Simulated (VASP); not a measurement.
# Al6N6O (a cell with a defect) in VASP: further runs

The runs below take Al6N6O (a cell with a defect) through single point, with PBE.

Everything below comes from runs of VASP 6.6.1. Logs are shortened: lines on timing, memory, paths and dates and some standing lists are left out, and cuts for length are marked.

## Step 1: The cell of the first run

The cell holds a defect, 13 atoms: a = 5.421 Å, b = 5.421 Å, c = 5.913 Å, α = 62.72°, β = 62.72°, γ = 60.00°.

## Step 2: Single point, PBE

INCAR

```
PREC = Accurate
ENCUT = 520
EDIFF = 1E-6
ISMEAR = 0
SIGMA = 0.05
LREAL = False
LASPH = True
NELM = 120
ALGO = Normal
ISIF = 2
LWAVE = False
LCHARG = False
GGA = PE
NBANDS = 39
NELECT = 56.0
GGA_COMPAT = False
```

KPOINTS

```
Automatic mesh
0
Gamma
  6 6 4
```

POSCAR

```
Al6N6O
1.0
    0.0000000000      5.4209177894      0.0000000000
    4.6946525174      2.7104588947      0.0000000000
    1.5648841725      2.7104588947     -5.0173032437
Al N O
6 6 1
Direct
    0.3339095018      0.0005761684      0.9982714947
    0.6672428351      0.3339095018      0.9982714947
    0.0005761684      0.6672428351      0.9982714947
    0.1672428351      0.5005761684      0.4982714947
    0.5005761684      0.8339095018      0.4982714947
    0.8339095018      0.1672428351      0.4982714947
    0.4610904982      0.1277571649      0.6167285053
    0.7944238316      0.4610904982      0.6167285053
    0.1277571649      0.7944238316      0.6167285053
    0.2944238316      0.6277571649      0.1167285053
    0.6277571649      0.9610904982      0.1167285053
    0.9610904982      0.2944238316      0.1167285053
   -0.2772016093      0.8894176759      0.4982714947
```

Potentials or basis: VASP PAW PBE potentials, release 64 (Al, N, O).

Run with:

```console
> cat potpaw_PBE.64/Al/POTCAR potpaw_PBE.64/N/POTCAR potpaw_PBE.64/O/POTCAR > POTCAR
> mpirun -np 1 vasp_std > vasp.out
```

OUTCAR:

```text
PREC = Accurate
   ENCUT = 520
   EDIFF = 1E-6
   ISMEAR = 0
   LREAL = False
   LASPH = True
   NELM = 120
   ISIF = 2
   GGA = PE
   NELECT = 56.0

 ion  position               nearest neighbor table
   1  0.334  0.001  0.998-  10 1.90  11 1.90  12 1.90   7 1.91   5 3.09   5 3.09   4 3.09   4 3.09
                             6 3.09   6 3.09   2 3.13   3 3.13   3 3.13   2 3.13   3 3.13   2 3.13
   2  0.667  0.334  0.998-  10 1.90  12 1.90  11 1.90   8 1.91   4 3.09   4 3.09   5 3.09   5 3.09
                             6 3.09   6 3.09   1 3.13   3 3.13   3 3.13   3 3.13   1 3.13   1 3.13
   3  0.001  0.667  0.998-  12 1.90  11 1.90  10 1.90   9 1.91   6 3.09   6 3.09   4 3.09   5 3.09
                             4 3.09   5 3.09   2 3.13   1 3.13   1 3.13   2 3.13   2 3.13   1 3.13
   4  0.167  0.501  0.498-   7 1.90   8 1.90   9 1.90  10 1.91  13 2.27   2 3.09   2 3.09   1 3.09
                             1 3.09   3 3.09   3 3.09   5 3.13   6 3.13   6 3.13   5 3.13   5 3.13
   5  0.501  0.834  0.498-  13 1.38   7 1.90   9 1.90   8 1.90  11 1.91   1 3.09   1 3.09   2 3.09
                             2 3.09   3 3.09   3 3.09   4 3.13   6 3.13   6 3.13   4 3.13   6 3.13
   6  0.834  0.167  0.498-  13 1.88   9 1.90   8 1.90   7 1.90  12 1.91   3 3.09   3 3.09   1 3.09
                             2 3.09   1 3.09   2 3.09   5 3.13   4 3.13   4 3.13   5 3.13   5 3.13
   7  0.461  0.128  0.617-  13 1.50   4 1.90   5 1.90   6 1.90   1 1.91
   8  0.794  0.461  0.617-   6 1.90   4 1.90   5 1.90   2 1.91
   9  0.128  0.794  0.617-   6 1.90   5 1.90   4 1.90   3 1.91
  10  0.294  0.628  0.117-   1 1.90   2 1.90   3 1.90   4 1.91
  11  0.628  0.961  0.117-   3 1.90   1 1.90   2 1.90   5 1.91
  12  0.961  0.294  0.117-   3 1.90   2 1.90   1 1.90   6 1.91
  13  0.723  0.889  0.498-   5 1.38   7 1.50   6 1.88   4 2.27

  LATTYP: Found a trigonal (rhomboedric) cell.
 ALAT       =     5.9134407693
 COS(alpha) =     0.5798202250

  Lattice vectors:

 A1 = (   1.5648841725,  -2.7104588947,  -5.0173032437)
 A2 = (  -3.1297683449,  -0.0000000000,  -5.0173032437)
 A3 = (   1.5648841725,   2.7104588947,  -5.0173032437)

Analysis of symmetry for initial positions (statically):
=====================================================================
 Subroutine PRICEL returns:
 Original cell was already a primitive cell.

 Routine SETGRP: Setting up the symmetry group for a
 trigonal (rhombohedral) supercell.

 Subroutine GETGRP returns: Found  1 space group operations
 (whereof  1 operations were pure point group operations)
 out of a pool of 12 trial point group operations.

The static configuration has the point symmetry C_1 .

Analysis of symmetry for dynamics (positions and initial velocities):
=====================================================================
 Subroutine PRICEL returns:
 Original cell was already a primitive cell.

 Routine SETGRP: Setting up the symmetry group for a
 trigonal (rhombohedral) supercell.

 Subroutine GETGRP returns: Found  1 space group operations
 (whereof  1 operations were pure point group operations)
 out of a pool of 12 trial point group operations.

The dynamic configuration has the point symmetry C_1 .

 Subroutine INISYM returns: Found  1 space group operations
 (whereof  1 operations are pure point group operations),
 and found     1 'primitive' translations

----------------------------------------------------------------------------------------

                                     Primitive cell

  volume of cell :     127.6870

  direct lattice vectors                    reciprocal lattice vectors
     0.000000000  5.420917789  0.000000000    -0.106504155  0.184470608  0.066436752
     4.694652517  2.710458895  0.000000000     0.213008310  0.000000000  0.066436752
     1.564884173  2.710458895 -5.017303244     0.000000000  0.000000000 -0.199310257

  length of vectors
     5.420917789  5.420917789  5.913440769     0.223128623  0.223128623  0.199310257

  position of ions in fractional coordinates (direct lattice)
     0.333909502  0.000576168  0.998271495
     0.667242835  0.333909502  0.998271495
     0.000576168  0.667242835  0.998271495
     0.167242835  0.500576168  0.498271495
[... 62 lines left out ...]
|     Results are often still useful ...                                      |
|                                                                             |
 -----------------------------------------------------------------------------

 WARNING: IBZKPT: internal override: KBLOWUP is changed to .FALSE.
      ... skipping the blow-up phase ...

 Subroutine IBZKPT returns following result:
 ===========================================

 Found     76 irreducible k-points:

 Following reciprocal coordinates:
            Coordinates               Weight
  0.000000  0.000000  0.000000      1.000000
  0.166667 -0.000000  0.000000      2.000000
  0.333333  0.000000  0.000000      2.000000
  0.500000 -0.000000  0.000000      1.000000
  0.000000  0.166667  0.000000      2.000000
  0.166667  0.166667  0.000000      2.000000
[... 16 lines left out ...]
  0.333333  0.000000  0.250000      2.000000
  0.500000 -0.000000  0.250000      2.000000
 [... further k-points ...]
   k-points           NKPTS =     76   k-points in BZ     NKDIM =     76   number of bands    NBANDS=     39
   number of dos      NEDOS =    301   number of ions     NIONS =     13
   total plane-waves  NPLWV =  76800
   dimension x,y,z NGX =    40 NGY =   40 NGZ =   48
   dimension x,y,z NGXF=    80 NGYF=   80 NGZF=   96
   ions per type =               6   6   1
   NGX,Y,Z   is equivalent  to a cutoff of  12.27, 12.27, 13.49 a.u.
   NGXF,Y,Z  is equivalent  to a cutoff of  24.53, 24.53, 26.99 a.u.
 SYSTEM =  unknown system
   PREC   = accura    normal or accurate (medium, high low for compatibility)
   ISTART =      0    job   : 0-new  1-cont  2-samecut
   ICHARG =      2    charge: 1-file 2-atom 10-const
   ISPIN  =      1    spin polarized calculation?
   LNONCOLLINEAR =      F non collinear calculations
   LSORBIT =      F    spin-orbit coupling
   LASPH  =      T    aspherical Exc in radial PAW
   ENCUT  =  520.0 eV  38.22 Ry    6.18 a.u.  10.08 10.08 11.00*2*pi/ulx,y,z
   NELM   =    120;   NELMIN=  2; NELMDL= -5     # of ELM steps
   EDIFF  = 0.1E-05   stopping-criterion for ELM
   LREAL  =      F    real-space projection
   EDIFFG = 0.1E-04   stopping-criterion for IOM
   NSW    =      0    number of steps for IOM
   IBRION =     -1    ionic relax: 0-MD 1-quasi-New 2-CG
   NFREE  =      0    steps in history (QN), initial steepest desc. (CG)
   ISIF   =      2    stress and relaxation
   ISYM   =      2    0-nonsym 1-usesym 2-fastsym
   POTIM  = 0.5000    time-step for ionic-motion
   TEBEG  =    0.0;   TEEND  =   0.0 temperature during run
   PSTRESS=    0.0 pullay stress
   NELECT =      56.0000    total number of electrons
   NUPDOWN=      -1.0000    fix difference up-down
   EMIN   =  10.00;   EMAX   =-10.00  energy-range for DOS
   EFERMI =   0.00;   METHOD = LEGACY
   ISMEAR =     0;   SIGMA  =   0.05  broadening in eV -4-tet -1-fermi 0-gaus
   EFERMI_NEDOS =   21; number of points for ismear=-14 and -15
   IALGO  =     38    algorithm
   IMIX   =      4    mixing-type and parameters
     AMIX     =   0.40;   BMIX     =  1.00
     AMIX_MAG =   1.60;   BMIX_MAG =  1.00
  volume/ion in A,a.u.               =       9.82        66.28
  Fermi-wavevector in a.u.,A,eV,Ry     =   1.243814  2.350467 21.049196  1.547072
  Thomas-Fermi vector in A             =   2.378108
   LORBIT       =      0    0 simple, 1 ext, 2 COOP (PROOUT), +10 PAW based schemes
   GGA     = PE    functional components
   LHFCALC =     F    Hartree Fock is set to
   AEXX    =    0.0000 exact exchange contribution
   IVDW    =     0    specifies the selected vdW correction
   LEPSILON=     F    determine dielectric tensor
   LRPA    =     F    only Hartree local field effects (RPA)
 non-spin polarized calculation
 Gauss-broadening in eV      SIGMA  =   0.05
  energy-cutoff  :      520.00
  volume of cell :      127.69
 maximum number of plane-waves:      3468
   NGX = 21   NGY = 21   NGZ = 21

 number of electron      55.9999998 magnetization

 Free energy of the ion-electron system (eV)
  ---------------------------------------------------
  ext. energy  EPLUGINS =         0.00000000
  ---------------------------------------------------
  free energy    TOTEN  =       -65.39711117 eV

  energy without entropy =      -65.39455898  energy(sigma->0) =      -65.39583508

 E-fermi :  11.2718     XC(G=0): -11.3778

 val. band max:       11.2608141824   @ k =   0.5000  -0.0000   0.0000
 cond. band min:      11.2766637090   @ k =   0.3333   0.0000   0.5000
 fundamental gap:      0.0158495266
 Fermi energy:        11.2717603731

 k-point     1 :       0.0000    0.0000    0.0000
  band No.  band energies     occupation
      1     -13.8385      2.00000
      2      -8.3622      2.00000
      3      -6.8262      2.00000
      4      -6.6079      2.00000
      5      -6.4789      2.00000
      6      -6.3100      2.00000
[... 997 lines left out ...]
     38      15.7036      0.00000
     39      16.0671      0.00000

 [... further k-points ...]

------------------------ aborting loop because EDIFF is reached ----------------------------------------

  FORCE on cell =-STRESS in cart. coord.  units (eV):
  Direction    XX          YY          ZZ          XY          YZ          ZX
  --------------------------------------------------------------------------------------
  -------------------------------------------------------------------------------------
  Total       52.4267470     60.1689954     35.9408397      3.6749878      1.2164232     -4.1352065
  in kB      657.8348382    754.9822106    450.9746988     46.1126268     15.2633080    -51.8873109
  external PRESSURE =     621.2639159 kB  Pullay stress =       0.0000000 kB

 VOLUME and BASIS-vectors are now :
 -----------------------------------------------------------------------------
  energy-cutoff  :      520.00
  volume of cell :      127.69
      direct lattice vectors                 reciprocal lattice vectors
     0.000000000  5.420917789  0.000000000    -0.106504155  0.184470608  0.066436752
     4.694652517  2.710458895  0.000000000     0.213008310  0.000000000  0.066436752
     1.564884173  2.710458895 -5.017303244     0.000000000  0.000000000 -0.199310257

 POSITION                                       TOTAL-FORCE (eV/Angst)
 -----------------------------------------------------------------------------------
      1.56488      4.51743     -5.00863         0.914542      0.015317      0.935876
      3.12977      7.22789     -5.00863        -0.538218      0.018403      0.804578
      4.69465      4.51743     -5.00863        -0.253028     -0.081026      0.595994
      3.12977      3.61395     -2.49998         0.631447     -0.440832     -0.746954
      4.69465      6.32440     -2.49998        -4.922501    -20.003781      0.399225
      1.56488      6.32440     -2.49998        -0.447315      0.246717     -0.154341
      1.56488      4.51743     -3.09431        10.463056     -3.650608     -5.687598
      3.12977      7.22789     -3.09431        -5.781376     -1.838074     -1.919063
      4.69465      4.51743     -3.09431         0.269116      2.488011     -0.513855
      3.12977      3.61395     -0.58566        -0.060591      0.207646      0.060656
      4.69465      6.32440     -0.58566        -0.345045     -1.555820      1.082007
      1.56488      6.32440     -0.58566         0.900149     -0.209133     -0.716393
      4.95524      7.67951     -2.49998        -0.830237     24.803180      5.859868
 -----------------------------------------------------------------------------------
    total drift:                               -0.000268     -0.000521      0.002392

  FREE ENERGIE OF THE ION-ELECTRON SYSTEM (eV)
  ---------------------------------------------------
  free  energy   TOTEN  =       -65.3971111742 eV

  energy  without entropy=      -65.3945589825  energy(sigma->0) =      -65.39583508
```

Wall time 7.3 min (1 thread of Oxide Virtual Turin-like, shared host); peak memory 0.41 GiB.

Results:

```
Free energy   : -65.3971 eV
Largest force : 25.500 eV/Å
```

Forces in eV/Å, atoms in the order of the input:
```
Al    0.915   0.015   0.936
Al   -0.538   0.018   0.805
Al   -0.253  -0.081   0.596
Al    0.631  -0.441  -0.747
Al   -4.923 -20.004   0.399
Al   -0.447   0.247  -0.154
N    10.463  -3.651  -5.688
N    -5.781  -1.838  -1.919
N     0.269   2.488  -0.514
N    -0.061   0.208   0.061
N    -0.345  -1.556   1.082
N     0.900  -0.209  -0.716
O    -0.830  24.803   5.860
```

Levels at points of the mesh, in eV from the Fermi level:
```
           k point  band 26  band 27  band 28  band 29  band 30  band 31
(0.00, 0.00, 0.00)    -4.98    -3.87    -0.87     0.03     1.06     1.77
(0.50, 0.00, 0.00)    -4.88    -3.58    -0.14    -0.01     0.58     1.35
(0.00, 0.50, 0.00)    -5.02    -3.93    -0.11     0.11     0.65     1.47
(0.50, 0.50, 0.00)    -4.66    -3.48    -0.37     0.47     0.85     1.23
(0.00, 0.00, 0.50)    -4.78    -3.83    -0.14     0.36     0.86     1.57
(0.50, 0.00, 0.50)    -4.59    -3.61     0.04     0.52     0.93     1.33
(0.00, 0.50, 0.50)    -4.94    -3.53    -0.08     0.58     1.07     1.30
(0.50, 0.50, 0.50)    -4.17    -3.42    -0.33     0.24     0.55     1.63
```

Caveat: the cell carries a net charge on a neutralising background, which shifts energy and pressure; the cell is charged against a uniform background, so pressure and absolute levels hang on convention.

## Step 3: Single point, PBE

INCAR

```
SYSTEM = Al6N6O
PREC     = Accurate       ! precision mode
ENCUT    = 520            ! plane-wave cutoff, eV
EDIFF    = 1E-6           ! SCF threshold, eV
ISMEAR   = 0              ! smearing method
SIGMA    = 0.05           ! smearing width, eV
LREAL    = .False.        ! projectors in reciprocal space
LASPH    = .True.         ! aspherical terms in the spheres
NELM     = 120            ! most SCF steps
ALGO     = Normal         ! electronic algorithm
ISIF     = 2              ! what is computed and relaxed
LWAVE    = .False.        ! write WAVECAR
LCHARG   = .False.        ! write CHGCAR
GGA      = PE             ! functional
NBANDS   = 39             ! bands
NELECT   = 56.0         
GGA_COMPAT= .False.
```

KPOINTS

```
regular mesh
0
Gamma
  6 6 4
  0 0 0
```

POSCAR, as its differences from that of step 2:

```diff
@@ -20,2 +20,2 @@
     0.9610904982      0.2944238316      0.1167285053
-   -0.2772016093      0.8894176759      0.4982714947
+   -0.4994238316      0.6671954537      1.1649381614
```

Potentials or basis: VASP PAW PBE potentials, release 64 (Al, N, O).

Run with:

```console
> cat potpaw_PBE.64/Al/POTCAR potpaw_PBE.64/N/POTCAR potpaw_PBE.64/O/POTCAR > POTCAR
> mpirun -np 1 vasp_std > vasp.out
```

It took 9.1 min on 1 thread of Oxide Virtual Turin-like, shared host; peak memory 0.42 GiB.

It converged, with:

```
Free energy   : -65.9221 eV
Largest force : 10.212 eV/Å
```

Forces on the atoms (eV/Å):
```
Al   5.383 -0.620  2.707
Al  -1.304  0.242  0.321
Al   0.133 -0.482  0.404
Al   0.045 -0.664 -0.590
Al   0.326  0.151  0.647
Al  -0.391  0.281  0.598
N    0.108  0.237 -0.315
N    0.119 -0.177 -0.296
N   -0.003 -0.107 -0.665
N   -3.344 -9.621  0.723
N    4.438  5.089  0.559
N   -1.919  1.177  0.152
O   -3.592  4.494 -4.246
```

Levels at points of the mesh, in eV from the Fermi level:
| k point | band 26 | band 27 | band 28 | band 29 | band 30 | band 31 |
| --- | --- | --- | --- | --- | --- | --- |
| (0.00, 0.00, 0.00) | -5.02 | -4.69 | -1.27 | 0.08 | 0.97 | 1.28 |
| (0.50, 0.00, 0.00) | -5.27 | -4.63 | -0.19 | 0.01 | 0.26 | 0.94 |
| (0.00, 0.50, 0.00) | -5.23 | -3.98 | -0.32 | 0.14 | 0.30 | 0.88 |
| (0.50, 0.50, 0.00) | -5.17 | -4.88 | 0.08 | 0.40 | 0.87 | 0.95 |
| (0.00, 0.00, 0.50) | -5.32 | -4.82 | -0.36 | 0.23 | 0.60 | 1.25 |
| (0.50, 0.00, 0.50) | -5.10 | -4.71 | 0.12 | 0.36 | 0.71 | 0.89 |
| (0.00, 0.50, 0.50) | -5.18 | -3.95 | -0.08 | 0.15 | 0.44 | 0.89 |
| (0.50, 0.50, 0.50) | -5.27 | -4.99 | -0.27 | 0.07 | 0.28 | 0.98 |

Caveat: the cell carries a net charge on a neutralising background, which shifts energy and pressure; the cell is charged against a uniform background, so pressure and absolute levels hang on convention.

## Step 4: Single point, PBE

INCAR

```
SYSTEM = Al6N6O
PREC = Accurate
ENCUT = 520
EDIFF = 1E-6
ISMEAR = 0
SIGMA = 0.05
LREAL = .FALSE.
LASPH = .TRUE.
NELM = 120
ALGO = Normal
ISIF = 2
LWAVE = .FALSE.
LCHARG = .FALSE.
GGA = PE
NBANDS = 39
NELECT = 56.0
GGA_COMPAT = .FALSE.
```

KPOINTS

```
regular mesh
0
G
  6 6 4
  0 0 0
```

POSCAR, as its differences from that of step 3:

```diff
@@ -20,2 +20,2 @@
     0.9610904982      0.2944238316      0.1167285053
-   -0.4994238316      0.6671954537      1.1649381614
+   -0.2772016093      0.5560843425      1.1649381614
```

Run with:

```console
> cat potpaw_PBE.64/Al/POTCAR potpaw_PBE.64/N/POTCAR potpaw_PBE.64/O/POTCAR > POTCAR
> mpirun -np 1 vasp_std > vasp.out
```

Wall time 6.3 min (1 thread of Oxide Virtual Turin-like, shared host); peak memory 0.41 GiB.

Results (log left out):

```yaml
Free_energy: -65.9508 eV
Largest_force: 10.227 eV/Å
```

Forces on the atoms (eV/Å):
```
Al   -0.269   0.285   0.337
Al   -0.632  -1.075   0.231
Al    2.308   4.930   2.881
Al   -0.090  -0.408   0.476
Al    0.444   0.125   0.740
Al   -0.582   0.343  -0.595
N     0.103   0.328  -0.311
N     0.198   0.114  -0.602
N    -0.274  -0.064  -0.347
N     0.001  -2.245  -0.129
N     6.685   1.125   0.679
N   -10.013   1.833   0.986
O     2.120  -5.291  -4.347
```

Levels at points of the mesh, in eV from the Fermi level:
| k point | band 26 | band 27 | band 28 | band 29 | band 30 | band 31 |
| --- | --- | --- | --- | --- | --- | --- |
| (0.00, 0.00, 0.00) | -5.02 | -4.67 | -1.27 | 0.13 | 0.83 | 1.26 |
| (0.50, 0.00, 0.00) | -5.23 | -4.69 | -0.28 | 0.00 | 0.36 | 0.92 |
| (0.00, 0.50, 0.00) | -5.34 | -5.04 | -0.28 | 0.21 | 0.32 | 0.98 |
| (0.50, 0.50, 0.00) | -5.22 | -3.93 | -0.03 | 0.18 | 0.45 | 0.83 |
| (0.00, 0.00, 0.50) | -5.29 | -4.79 | -0.42 | 0.43 | 0.63 | 1.26 |
| (0.50, 0.00, 0.50) | -5.06 | -4.60 | 0.18 | 0.44 | 0.69 | 0.95 |
| (0.00, 0.50, 0.50) | -5.13 | -4.81 | 0.14 | 0.19 | 0.86 | 1.05 |
| (0.50, 0.50, 0.50) | -5.18 | -3.97 | -0.34 | 0.15 | 0.33 | 1.08 |

Caveat: the cell carries a net charge on a neutralising background, which shifts energy and pressure; the cell is charged against a uniform background, so pressure and absolute levels hang on convention.
